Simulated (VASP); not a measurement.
# TcPt (P4/mmm) in VASP: notebook, part 2 of 2

VASP 6.6.1. The steps go on from the part before.

**3. Relaxation of cell and atoms, LDA**

This run uses another cell than the first one, of 14.66 Å³/atom.

INCAR

```
PREC     = Accurate       # precision mode
ENCUT    = 600            # plane-wave cutoff, eV
EDIFF    = 1E-7           # SCF threshold, eV
ISMEAR   = -1             # smearing method
SIGMA    = 0.05           # smearing width, eV
LREAL    = False          # projectors in reciprocal space
LASPH    = True           # aspherical terms in the spheres
NELM     = 80             # most SCF steps
ALGO     = Normal         # electronic algorithm
ISIF     = 3              # what is computed and relaxed
LWAVE    = False          # write WAVECAR
LCHARG   = False          # write CHGCAR
GGA      = CA             # functional
IBRION   = 2              # ionic algorithm
NSW      = 80             # ionic steps
EDIFFG   = -0.03          # ionic threshold
```

KPOINTS

```
Automatic mesh
0
Gamma
  6 6 6
```

POSCAR

```
TcPt
1.0
    3.8850000000      0.0000000000      0.0000000000
    0.0000000000      3.8850000000      0.0000000000
    0.0000000000      0.0000000000      3.8850000000
Tc Pt
2 2
Direct
    0.0000000000      0.0000000000      0.0000000000
    0.0000000000      0.5000000000      0.5000000000
    0.5000000000      0.0000000000      0.5000000000
    0.5000000000      0.5000000000      0.0000000000
```

Potentials or basis: VASP PAW LDA potentials, release 64 (Tc_pv, Pt).

On the command line:

```bash
> cat potpaw_LDA.64/Tc_pv/POTCAR potpaw_LDA.64/Pt/POTCAR > POTCAR
> mpirun -np 1 vasp_std > vasp.out
```

OUTCAR:

```text
PREC = Accurate
   ENCUT = 600
   EDIFF = 1E-7
   ISMEAR = -1
   LREAL = False
   LASPH = True
   NELM = 80
   ISIF = 3
   GGA = CA
   IBRION = 2
   NSW = 80
   EDIFFG = -0.03

 ion  position               nearest neighbor table
   1  0.000  0.000  0.000-   2 2.75   3 2.75   4 2.75   2 2.75   3 2.75   2 2.75   4 2.75   2 2.75
                             3 2.75   4 2.75   3 2.75   4 2.75
   2  0.000  0.500  0.500-   1 2.75   3 2.75   4 2.75   1 2.75   4 2.75   1 2.75   3 2.75   1 2.75
                             3 2.75   4 2.75   4 2.75   3 2.75
   3  0.500  0.000  0.500-   1 2.75   2 2.75   4 2.75   1 2.75   4 2.75   2 2.75   4 2.75   4 2.75
                             1 2.75   2 2.75   1 2.75   2 2.75
   4  0.500  0.500  0.000-   1 2.75   2 2.75   3 2.75   2 2.75   3 2.75   1 2.75   3 2.75   3 2.75
                             1 2.75   2 2.75   2 2.75   1 2.75

  LATTYP: Found a simple cubic cell.
 ALAT       =     3.8850000000

  Lattice vectors:

[... 513 lines left out ...]
  energy without entropy =      -38.89664739  energy(sigma->0) =      -38.91574331

 E-fermi :  13.0739     XC(G=0): -14.0850

 val. band max:       13.0704155242   @ k =   0.5000   0.3333   0.1667
 cond. band min:      13.1126767136   @ k =   0.3333   0.3333   0.0000
 fundamental gap:      0.0422611894
 Fermi energy:        13.0739203792

 k-point     1 :       0.0000    0.0000    0.0000
  band No.  band energies     occupation
      1     -26.4107      2.00000
      2     -26.4107      2.00000
      3     -26.1321      2.00000
      4     -25.9457      2.00000
      5     -25.6714      2.00000
      6     -25.6714      2.00000
[... 709 lines left out ...]
     26      14.6262      0.00000
     27      14.9102      0.00000

 [... further k-points ...]

------------------------ aborting loop because EDIFF is reached ----------------------------------------

  FORCE on cell =-STRESS in cart. coord.  units (eV):
  Direction    XX          YY          ZZ          XY          YZ          ZX
  --------------------------------------------------------------------------------------
  -------------------------------------------------------------------------------------
  Total       -0.0480750      0.0061808      0.0061808      0.0000000      0.0000000     -0.0000000
  in kB       -1.3613505      0.1750228      0.1750228      0.0000000      0.0000000     -0.0000000
  external PRESSURE =      -0.3371016 kB  Pullay stress =       0.0000000 kB
[... 19 lines left out ...]
  FREE ENERGIE OF THE ION-ELECTRON SYSTEM (eV)
  ---------------------------------------------------
  free  energy   TOTEN  =       -38.9348392358 eV

  energy  without entropy=      -38.8966473919  energy(sigma->0) =      -38.91574331

 reached required accuracy - stopping structural energy minimisation
```

OSZICAR:

```text
N       E                     dE             d eps       ncg     rms          rms(c)
DAV:   1     0.521795649271E+03    0.52180E+03   -0.28443E+04  2200   0.192E+03
DAV:   2    -0.178766261390E+02   -0.53967E+03   -0.52713E+03  2285   0.486E+02
DAV:   3    -0.411609568669E+02   -0.23284E+02   -0.22259E+02  2812   0.964E+01
[... 88 lines left out ...]
DAV:   4    -0.389347537042E+02    0.32464E-03   -0.14418E-03  2582   0.298E-01    0.108E-01
DAV:   5    -0.389348343692E+02   -0.80665E-04   -0.13885E-04  2260   0.853E-02    0.186E-02
DAV:   6    -0.389348385950E+02   -0.42258E-05   -0.18320E-05  2552   0.293E-02    0.468E-03
DAV:   7    -0.389348392041E+02   -0.60913E-06   -0.67918E-07  2500   0.504E-03    0.127E-03
DAV:   8    -0.389348392358E+02   -0.31629E-07   -0.47671E-08  1142   0.174E-03
   9 F= -.38934839E+02 E0= -.38915743E+02  d E =-.266453E-03
```

CONTCAR:

```text
TcPt
   1.00000000000000
     3.9827250290427028   -0.0000000000000000   -0.0000000000000000
    -0.0000000000000000    3.7691200128348830    0.0000000000000000
    -0.0000000000000000    0.0000000000000000    3.7691200128348830
  Tc              Pt
     2     2
Direct
     0.0000000000000000    0.0000000000000000    0.0000000000000000
     0.0000000000000000    0.5000000000000000    0.5000000000000000
     0.5000000000000000    0.0000000000000000    0.5000000000000000
     0.5000000000000000    0.5000000000000000    0.0000000000000000

  0.00000000E+00  0.00000000E+00  0.00000000E+00
  0.00000000E+00  0.00000000E+00  0.00000000E+00
  0.00000000E+00  0.00000000E+00  0.00000000E+00
  0.00000000E+00  0.00000000E+00  0.00000000E+00
```

Run time: 8.7 min. Hardware: 1 thread of Oxide Virtual Turin-like, shared host; peak memory 0.19 GiB.

Results:

- Free energy: -38.9348 eV
- Relaxed volume: 14.14 Å³/atom
- Relaxed cell: a = 3.983 Å, b = 3.769 Å, c = 3.769 Å, α = 90.00°, β = 90.00°, γ = 90.00°
- Space group after relaxing (to 0.1 Å): P4/mmm (No. 123)
- Energy gained by relaxing: 40.8 meV/atom
- Ionic steps: 9
- Pressure after relaxing: 0.0 GPa
- Band gap on the k mesh: zero (bands 23 and 24 overlap by 2.47 eV)

Stress tensor (GPa, compression positive):
```
-0.14  0.00  0.00
 0.00  0.02  0.00
 0.00  0.00  0.02
```

Step by step:
```tsv
step	energy change (eV)	largest force (eV/Å)	pressure (GPa)	volume (Å³)
1	0.0000	0.0000	-10.63	58.64
2	0.6337	0.0000	48.36	50.70
3	-0.1141	0.0000	2.00	56.28
4	-0.1144	0.0000	2.62	56.17
5	-0.1606	0.0000	0.40	56.51
6	-0.1631	0.0000	0.70	56.46
7	-0.1630	0.0000	0.67	56.46
8	-0.1618	0.0000	-1.68	56.86
9	-0.1633	0.0000	-0.03	56.58
```

Final structure:
```
Tc Pt
1.0
     3.98273    0.00000    0.00000
     0.00000    3.76912    0.00000
     0.00000    0.00000    3.76912
Tc Pt
2 2
Direct
  0.00000 0.00000 0.00000
  0.00000 0.50000 0.50000
  0.50000 0.00000 0.50000
  0.50000 0.50000 0.00000
```

Levels at points of the mesh, in eV from the Fermi level:
| k point | band 21 | band 22 | band 23 | band 24 | band 25 | band 26 |
| --- | --- | --- | --- | --- | --- | --- |
| (0.00, 0.00, 0.00) | 1.36 | 1.36 | 1.61 | 1.80 | 1.88 | 1.88 |
| (0.50, 0.00, 0.00) | -1.90 | -1.24 | -0.14 | -0.13 | -0.13 | 0.35 |
| (0.00, 0.50, 0.00) | -1.24 | -1.24 | -0.47 | -0.47 | -0.06 | -0.06 |
| (0.50, 0.50, 0.00) | -0.88 | -0.88 | -0.86 | -0.86 | -0.84 | -0.84 |
| (0.00, 0.50, 0.50) | -2.33 | -2.33 | -0.78 | -0.78 | 0.45 | 0.45 |
| (0.50, 0.50, 0.50) | 0.28 | 0.28 | 0.36 | 0.36 | 0.86 | 0.86 |

Caveat: spin-orbit coupling is left out, which moves the levels of the heavy elements.

The gap in the log of VASP goes by the Fermi energy; the results here count the filled bands.